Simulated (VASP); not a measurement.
# Al2O3 in VASP: a series of runs

Runs on Al2O3. Level: PBE. Tasks: single point.

Everything below comes from runs of VASP 6.6.1. Logs are shortened: lines on timing, memory, paths and dates and some standing lists are left out, and cuts for length are marked.

### Step 1. The cell of the first run

The cell holds an amorphous packing of atoms, 20 atoms: a = 5.590 Å, b = 6.128 Å, c = 6.092 Å, α = 94.23°, β = 90.54°, γ = 88.08°.

### Step 2. Single point, PBE

Contents of INCAR:

```
SYSTEM = Al2O3
  PREC = Accurate
  ENCUT = 520
  EDIFF = 1E-7
  ISMEAR = -1
  SIGMA = 0.1172
  LREAL = Auto
  LASPH = .True.
  NELM = 80
  ALGO = Normal
  ISIF = 2
  LWAVE = .False.
  LCHARG = .False.
  GGA = PE
  NBANDS = 64
  ISYM = 0
```

Contents of KPOINTS:

```
Automatic mesh
0
Gamma
  1 1 1
  0 0 0
```

Contents of POSCAR:

```
Al2O3
1.0
    5.5891680000      0.0973700000     -0.0255760000
    0.0973700000      6.1231590000     -0.2251640000
   -0.0255760000     -0.2251640000      6.0877700000
Al O
8 12
Direct
    0.5581005260      0.9972535270      0.1239903236
    0.0613512296      0.1464207415      0.2821909827
    0.8138414005      0.5561174956      0.1682621793
    0.2482863380      0.0893658442      0.7076793542
    0.3085087384      0.6430057186      0.8651327430
    0.3202191644      0.6661507737      0.4090478284
    0.7309627603      0.3703369721      0.7128315718
    0.8125379211      0.8238166637      0.6202289714
    0.1495399245      0.7702481849      0.6379741343
    0.6478799846      0.5538485233      0.5139704567
    0.3608102165      0.0272159901      0.4062768704
    0.5689094892      0.9356355838      0.7891988166
    0.3876608546      0.3663971791      0.7461970916
    0.7574427010      0.2419973078      0.1669058516
    0.4584702613      0.6610174316      0.1362832637
    0.1196739003      0.4331479194      0.2934449064
    0.8835496986      0.5820928785      0.8837224514
    0.2050093085      0.0153345963      1.0134343310
    0.8651546509      0.8452317363      0.2549227310
    0.9408809744      0.1195656535      0.6008735305
```

Potentials or basis: VASP PAW PBE potentials, release 64 (Al, O).

Started as:

```console
$ cat potpaw_PBE.64/Al/POTCAR potpaw_PBE.64/O/POTCAR > POTCAR
$ mpirun -np 1 vasp_gam > vasp.out
```

OUTCAR:

```text
SYSTEM = Al2O3
   PREC = Accurate
   ENCUT = 520
   EDIFF = 1E-7
   ISMEAR = -1
   LREAL = Auto
   LASPH = .True.
   NELM = 80
   ISIF = 2
   GGA = PE
   ISYM = 0

 ion  position               nearest neighbor table
   1  0.558  0.997  0.124-  14 1.90  11 2.05  12 2.05  18 2.08  19 2.10  15 2.16   5 2.97   2 3.04
                             3 3.04   6 3.11   2 3.11   4 3.13
   2  0.061  0.146  0.282-  16 1.79  14 1.92  18 1.94  11 1.97  20 2.08  19 2.17   4 2.83   3 2.95
                             1 3.04   1 3.11   8 3.30
   3  0.814  0.556  0.168-  17 1.80  19 1.84  14 1.96  16 2.01  15 2.08  10 2.31   2 2.95   7 2.96
                             1 3.04   8 3.10   6 3.17   6 3.24
   4  0.248  0.089  0.708-  20 1.84  13 1.89  11 1.95  18 1.97   9 2.06  12 2.07   2 2.83   5 2.97
                             8 3.00   6 3.07   1 3.13   7 3.25   7 3.31
   5  0.309  0.643  0.865-  13 1.84  15 1.84   9 1.84  12 2.42  17 2.42  18 2.44   6 2.79   7 2.96
                             1 2.97   4 2.97   6 3.31   8 3.33
   6  0.320  0.666  0.409-   9 1.77  15 1.84  16 1.93  10 2.05  11 2.23   5 2.79   4 3.07   1 3.11
                             3 3.17   8 3.18   8 3.22   3 3.24   5 3.31
   7  0.731  0.370  0.713-  10 1.76  17 1.83  13 1.93  20 1.99   8 2.93   3 2.96   5 2.96   4 3.25
                             4 3.31
   8  0.813  0.824  0.620-  12 1.80   9 1.90  20 1.98  10 1.98  19 2.26  17 2.29   7 2.93   4 3.00
                             3 3.10   6 3.18   6 3.22   2 3.30   5 3.33
   9  0.150  0.770  0.638-   6 1.77   5 1.84   8 1.90   4 2.06
  10  0.648  0.554  0.514-   7 1.76   8 1.98   6 2.05   3 2.31
  11  0.361  0.027  0.406-   4 1.95   2 1.97   1 2.05   6 2.23
  12  0.569  0.936  0.789-   8 1.80   1 2.05   4 2.07   5 2.42
  13  0.388  0.366  0.746-   5 1.84   4 1.89   7 1.93
  14  0.757  0.242  0.167-   1 1.90   2 1.92   3 1.96
  15  0.458  0.661  0.136-   6 1.84   5 1.84   3 2.08   1 2.16
  16  0.120  0.433  0.293-   2 1.79   6 1.93   3 2.01
  17  0.884  0.582  0.884-   3 1.80   7 1.83   8 2.29   5 2.42
  18  0.205  0.015  0.013-   2 1.94   4 1.97   1 2.08   5 2.44
  19  0.865  0.845  0.255-   3 1.84   1 2.10   2 2.17   8 2.26
  20  0.941  0.120  0.601-   4 1.84   8 1.98   7 1.99   2 2.08

IMPORTANT INFORMATION: All symmetrisations will be switched off!
NOSYMM: (Re-)initialisation of all symmetry stuff for point group C_1.

----------------------------------------------------------------------------------------

                                     Primitive cell

  volume of cell :     208.0000

  direct lattice vectors                    reciprocal lattice vectors
     5.589168000  0.097370000 -0.025576000     0.178969634 -0.002822151  0.000647508
     0.097370000  6.123159000 -0.225164000    -0.002822151  0.163581319  0.006038409
    -0.025576000 -0.225164000  6.087770000     0.000647508  0.006038409  0.164489820

[... 101 lines left out ...]
   ISIF   =      2    stress and relaxation
   ISYM   =      0    0-nonsym 1-usesym 2-fastsym
   POTIM  = 0.5000    time-step for ionic-motion
   TEBEG  =    0.0;   TEEND  =   0.0 temperature during run
   PSTRESS=    0.0 pullay stress
   NELECT =      96.0000    total number of electrons
   NUPDOWN=      -1.0000    fix difference up-down
   EMIN   =  10.00;   EMAX   =-10.00  energy-range for DOS
   EFERMI =   0.00;   METHOD = LEGACY
   ISMEAR =    -1;   SIGMA  =   0.12  broadening in eV -4-tet -1-fermi 0-gaus
   EFERMI_NEDOS =   21; number of points for ismear=-14 and -15
   IALGO  =     38    algorithm
   IMIX   =      4    mixing-type and parameters
     AMIX     =   0.40;   BMIX     =  1.00
     AMIX_MAG =   1.60;   BMIX_MAG =  1.00
  volume/ion in A,a.u.               =      10.40        70.18
  Fermi-wavevector in a.u.,A,eV,Ry     =   1.265156  2.390798 21.777758  1.600620
  Thomas-Fermi vector in A             =   2.398424
   LORBIT       =      0    0 simple, 1 ext, 2 COOP (PROOUT), +10 PAW based schemes
   GGA     = PE    functional components
[... 5 lines left out ...]
 non-spin polarized calculation
  energy-cutoff  :      520.00
  volume of cell :      208.00
 maximum number of plane-waves:      2812
 NGX is ok and might be reduce to    42
   NGX = 21   NGY = 23   NGZ = 23

 number of electron      96.0000008 magnetization

 Free energy of the ion-electron system (eV)
  ---------------------------------------------------
  ext. energy  EPLUGINS =         0.00000000
  ---------------------------------------------------
  free energy    TOTEN  =      -142.66442377 eV

  energy without entropy =     -142.66440710  energy(sigma->0) =     -142.66441544

 E-fermi :   6.2025     XC(G=0): -10.6146

 val. band max:        4.6193348923   @ k =   0.0000   0.0000   0.0000
 cond. band min:       7.7160073399   @ k =   0.0000   0.0000   0.0000
 fundamental gap:      3.0966724476
 Fermi energy:         6.2024704048

 k-point     1 :       0.0000    0.0000    0.0000
  band No.  band energies     occupation
      1     -14.6886      2.00000
      2     -13.5704      2.00000
      3     -13.2894      2.00000
      4     -12.9714      2.00000
      5     -12.6423      2.00000
      6     -12.4375      2.00000
[... 52 lines left out ...]
     59      13.5610      0.00000
     60      13.8060      0.00000
 [bands above 60 left out]

------------------------ aborting loop because EDIFF is reached ----------------------------------------

  FORCE on cell =-STRESS in cart. coord.  units (eV):
  Direction    XX          YY          ZZ          XY          YZ          ZX
  --------------------------------------------------------------------------------------
  -------------------------------------------------------------------------------------
  Total      -25.0129583    -20.3467633     -7.0578515      1.0185324     -1.9398977     -5.1330268
  in kB     -192.6692006   -156.7265489    -54.3650455      7.8455266    -14.9425966    -39.5385527
  external PRESSURE =    -134.5869317 kB  Pullay stress =       0.0000000 kB

 VOLUME and BASIS-vectors are now :
 -----------------------------------------------------------------------------
  energy-cutoff  :      520.00
  volume of cell :      208.00
      direct lattice vectors                 reciprocal lattice vectors
     5.589168000  0.097370000 -0.025576000     0.178969634 -0.002822151  0.000647508
     0.097370000  6.123159000 -0.225164000    -0.002822151  0.163581319  0.006038409
    -0.025576000 -0.225164000  6.087770000     0.000647508  0.006038409  0.164489820

 POSITION                                       TOTAL-FORCE (eV/Angst)
 -----------------------------------------------------------------------------------
      3.21325      6.13277      0.51601        -0.232567      0.239522      0.511411
      0.34994      0.83899      1.68338        -0.499942     -1.412444     -1.768856
      4.59854      3.44655      0.87831         0.022163     -1.186794      1.606152
      1.37832      0.41203      4.28172         1.954786     -0.676102      1.225690
      1.76479      3.77247      5.11406        -1.138925      0.358716      1.450823
      1.84416      4.01802      2.33201         0.482496     -1.443970     -2.463907
[... 12 lines left out ...]
      4.91128      5.20233      1.33947        -1.171951      0.100053      1.617758
      5.25502      0.68844      3.60699        -1.047359      2.249814      0.712938
 -----------------------------------------------------------------------------------
    total drift:                               -0.019407     -0.001843      0.010959

  FREE ENERGIE OF THE ION-ELECTRON SYSTEM (eV)
  ---------------------------------------------------
  free  energy   TOTEN  =      -142.6644237748 eV

  energy  without entropy=     -142.6644071021  energy(sigma->0) =     -142.66441544
```

OSZICAR:

```text
N       E                     dE             d eps       ncg     rms          rms(c)
DAV:   1     0.740924927057E+03    0.74092E+03   -0.57241E+04   136   0.148E+03
DAV:   2    -0.105361881997E+03   -0.84629E+03   -0.80242E+03   160   0.338E+02
DAV:   3    -0.161207820435E+03   -0.55846E+02   -0.55381E+02   152   0.928E+01
DAV:   4    -0.161986478605E+03   -0.77866E+00   -0.77670E+00   160   0.123E+01
DAV:   5    -0.161997419759E+03   -0.10941E-01   -0.10939E-01   144   0.144E+00    0.257E+01
DAV:   6    -0.142808826897E+03    0.19189E+02   -0.77279E+01   152   0.335E+01    0.911E+00
DAV:   7    -0.142726282816E+03    0.82544E-01   -0.18774E+00   144   0.561E+00    0.496E+00
DAV:   8    -0.142652461431E+03    0.73821E-01   -0.31431E-01   160   0.303E+00    0.129E+00
DAV:   9    -0.142660475827E+03   -0.80144E-02   -0.54615E-02   160   0.134E+00    0.463E-01
DAV:  10    -0.142663796487E+03   -0.33207E-02   -0.12315E-02   152   0.476E-01    0.301E-01
DAV:  11    -0.142664117541E+03   -0.32105E-03   -0.21722E-03   168   0.300E-01    0.145E-01
DAV:  12    -0.142664408711E+03   -0.29117E-03   -0.57808E-04   152   0.118E-01    0.275E-02
DAV:  13    -0.142664418137E+03   -0.94267E-05   -0.97401E-05   160   0.463E-02    0.145E-02
DAV:  14    -0.142664422919E+03   -0.47822E-05   -0.14383E-05   160   0.214E-02    0.471E-03
DAV:  15    -0.142664423754E+03   -0.83423E-06   -0.44444E-06   160   0.102E-02    0.264E-03
DAV:  16    -0.142664423775E+03   -0.21229E-07   -0.83377E-07   152   0.412E-03
   1 F= -.14266442E+03 E0= -.14266442E+03  d E =-.166728E-04
```

stdout:

```text
POSCAR found type information on POSCAR AlO
 POSCAR found :  2 types and      20 ions
 scaLAPACK will be used
 LDA part: xc-table for (Slater+PW92), standard interpolation
 POSCAR, INCAR and KPOINTS ok, starting setup
 FFT: planning ... GRIDC
 FFT: planning ... GRID_SOFT
 FFT: planning ... GRID
 WAVECAR not read
 entering main loop
```

Run time: 19 s. Hardware: 1 thread of Intel Xeon 6975P-C (Granite Rapids), shared host; peak memory 0.26 GiB.

What came out:

```
Free energy            : -142.6644 eV
Pressure               : -13.5 GPa
Largest force          : 3.155 eV/Å
Band gap on the k mesh : 3.10 eV
```

Forces in eV/Å, atoms in the order of the input:
```
Al  -0.233  0.240  0.511
Al  -0.500 -1.412 -1.769
Al   0.022 -1.187  1.606
Al   1.955 -0.676  1.226
Al  -1.139  0.359  1.451
Al   0.482 -1.444 -2.464
Al  -0.106 -1.159 -0.108
Al   0.358 -0.214 -0.731
O    0.410 -0.757  0.739
O    0.136  2.779 -1.487
O   -0.481 -0.532 -0.342
O   -0.105 -0.424  1.018
O    0.265 -0.021  1.075
O   -0.849 -0.059 -1.041
O    0.836  0.519 -1.155
O   -0.096  2.107  0.669
O    0.074 -1.317 -0.690
O    1.189  0.849 -0.838
O   -1.172  0.100  1.618
O   -1.047  2.250  0.713
```

Caveat: the k points lie up to 1.12 Å⁻¹ apart.

### Step 3. Single point, PBE

Contents of INCAR:

```
SYSTEM = Al2O3
PREC = Accurate
ENCUT = 520
EDIFF = 1E-7
ISMEAR = -1
SIGMA = 0.1172
LREAL = Auto
LASPH = .TRUE.
NELM = 80
ALGO = Normal
ISIF = 2
LWAVE = .FALSE.
LCHARG = .FALSE.
GGA = PE
ISYM = 0
NBANDS = 64
```

Contents of KPOINTS:

```
regular mesh
0
G
  1 1 1
  0 0 0
```

Contents of POSCAR:

```
Al2O3
1.0
    5.5891680000      0.0973700000     -0.0255760000
    0.0973700000      6.1231590000     -0.2251640000
   -0.0255760000     -0.2251640000      6.0877700000
Al O
8 12
Direct
    0.6587131547      0.9559414923      0.0922156812
    0.1498731297      0.0817428489      0.2318736914
    0.8692674008      0.5117523853      0.1547884689
    0.3519368995     -0.0180291742      0.6952203544
    0.2906386070      0.5005576990      0.8422077291
    0.3964496420      0.6267435670      0.3538346036
    0.7735983020      0.2589541416      0.7431278942
    0.8856719496      0.7947363861      0.5575852848
    0.1938520158      0.6538259319      0.6195462413
    0.7299794934      0.5382342117      0.4341136284
    0.4132311735     -0.0604500654      0.3675097157
    0.6636511233      0.8680226230      0.7708392379
    0.4663262026      0.2866327643      0.6918564825
    0.8416610477      0.1941258196      0.1383338183
    0.5311009812      0.6025926326      0.0497362098
    0.2112634009      0.4403753731      0.1999526844
    0.9748492395      0.4302855012      0.8651498905
    0.3016426975      0.0279238251      1.0063596775
    0.9356299511      0.7873381131      0.2028110245
    1.0402247323      0.0492092077      0.5814938688
```

Potentials or basis: VASP PAW PBE potentials, release 64 (Al, O).

Started as:

```console
$ cat potpaw_PBE.64/Al/POTCAR potpaw_PBE.64/O/POTCAR > POTCAR
$ mpirun -np 1 vasp_gam > vasp.out
```

It took 21 s on 1 thread of Intel Xeon 6975P-C (Granite Rapids), shared host; peak memory 0.26 GiB.

Results (log left out):

```yaml
Free_energy: -141.8232 eV
Pressure: -7.3 GPa
Largest_force: 6.401 eV/Å
Band_gap_on_the_k_mesh: 2.49 eV
```

Forces on the atoms (eV/Å):
```
Al  -1.440 -1.935 -0.044
Al  -2.477  1.114  2.047
Al  -0.022 -2.311 -0.263
Al  -0.294  1.053  0.455
Al   0.080 -1.087  2.642
Al   1.006 -1.017 -1.260
Al   1.415 -0.575 -1.192
Al   0.211 -2.525 -0.790
O    1.599  2.456 -0.668
O   -0.999  1.035  1.050
O    0.858 -0.890  1.228
O    0.204  2.316 -0.222
O   -0.081 -1.265  0.539
O   -1.202 -1.145  0.085
O    1.104  1.057 -0.175
O   -1.648 -1.819  1.722
O    0.049  1.365 -0.522
O    3.424 -1.145 -5.286
O   -0.457  3.730  0.722
O   -1.329  1.588 -0.068
```

Stress tensor (GPa, compression positive):
```
-15.33   3.82  -6.53
  3.82  -1.95  -3.00
 -6.53  -3.00  -4.56
```

Levels at points of the mesh, in eV from the valence-band top:
```csv
k point,band 44,band 45,band 46,band 47,band 48,band 49,band 50,band 51,band 52,band 53
"(0.00, 0.00, 0.00)",-1.15,-1.01,-0.67,-0.52,0.00,2.49,5.66,5.89,6.31,6.75
```

Caveat: the k points lie up to 1.12 Å⁻¹ apart.

### Step 4. Single point, PBE

Contents of INCAR:

```
SYSTEM = Al2O3
  ALGO = Normal
  EDIFF = 1E-6
  ENCUT = 520
  GGA = PE
  ISIF = 2
  ISMEAR = -1
  ISYM = 0
  LASPH = .True.
  LCHARG = .False.
  LREAL = Auto
  LWAVE = .False.
  NBANDS = 64
  NELM = 80
  PREC = Accurate
  SIGMA = 0.1172
```

Contents of KPOINTS:

```
k-points
0
Gamma
  1 1 1
  0 0 0
```

Contents of POSCAR:

```
Al2O3
1.0
    5.5891680000      0.0973700000     -0.0255760000
    0.0973700000      6.1231590000     -0.2251640000
   -0.0255760000     -0.2251640000      6.0877700000
Al O
8 12
Direct
    0.6633798249      0.8743352694      0.0756300631
    0.1318786173      0.0619691318      0.1918862153
    0.8960178468      0.4392996953      0.1021617159
    0.4372918196     -0.0526349216      0.6695879913
    0.3497367801      0.4427652559      0.7984310616
    0.4206151349      0.5540528073      0.3520399751
    0.8944628522      0.2670983743      0.6290866311
    0.8935672655      0.7370200255      0.5339461335
    0.2706765081      0.6125290424      0.6040596658
    0.7907191161      0.4520179465      0.4680547394
    0.5274130530     -0.1416760909      0.3801672469
    0.7256758037      0.8317594814      0.7928292587
    0.5704170386      0.2197979815      0.6541831539
    0.8129521561      0.1375527078      0.1075493953
    0.5343357676      0.5400577936      0.0647795079
    0.2012717394      0.3354639121      0.2548751221
    1.0522765652      0.4029246298      0.8435750935
    0.3265876930     -0.0200165781      0.9372641861
    0.9318239117      0.7345847572      0.2267323454
    1.0420369023      0.0174447964      0.5230649443
```

Started as:

```console
$ cat potpaw_PBE.64/Al/POTCAR potpaw_PBE.64/O/POTCAR > POTCAR
$ mpirun -np 1 vasp_gam > vasp.out
```

Wall time 19 s (1 thread of Intel Xeon 6975P-C (Granite Rapids), shared host); peak memory 0.26 GiB.

The run converged. Its results:

```yaml
Free_energy: -142.3116 eV
Pressure: -5.6 GPa
Largest_force: 5.720 eV/Å
Band_gap_on_the_k_mesh: 3.10 eV
```

Forces in eV/Å, atoms in the order of the input:
```
Al  -0.571  0.612  1.161
Al  -0.956 -1.249 -0.508
Al  -0.586 -0.755  2.636
Al   0.613  0.258 -0.748
Al   3.805 -1.793  2.536
Al   0.837 -1.033 -1.639
Al  -1.475 -3.457  0.571
Al   0.114  0.987 -0.183
O   -0.183  2.831 -1.118
O   -0.948  4.772 -3.008
O   -1.032 -1.121 -0.251
O    0.410 -1.565 -2.770
O   -2.578  0.641  2.074
O    1.673  0.590  0.335
O    0.717  0.136 -1.229
O    0.245  1.162  0.025
O   -1.529 -0.483  1.039
O   -0.616 -0.289  3.315
O    0.818 -0.384 -2.026
O    1.243  0.139 -0.211
```

Stress tensor (GPa, compression positive):
```
-14.44   2.16  -5.38
  2.16  -0.93  -5.27
 -5.38  -5.27  -1.44
```

Levels at points of the mesh, in eV from the valence-band top:
```csv
k point,band 46,band 47,band 48,band 49,band 50,band 51
"(0.00, 0.00, 0.00)",-0.39,-0.09,0.00,3.10,5.92,6.59
```

Caveat: the k points lie up to 1.12 Å⁻¹ apart.

[end of part 1 of 2]
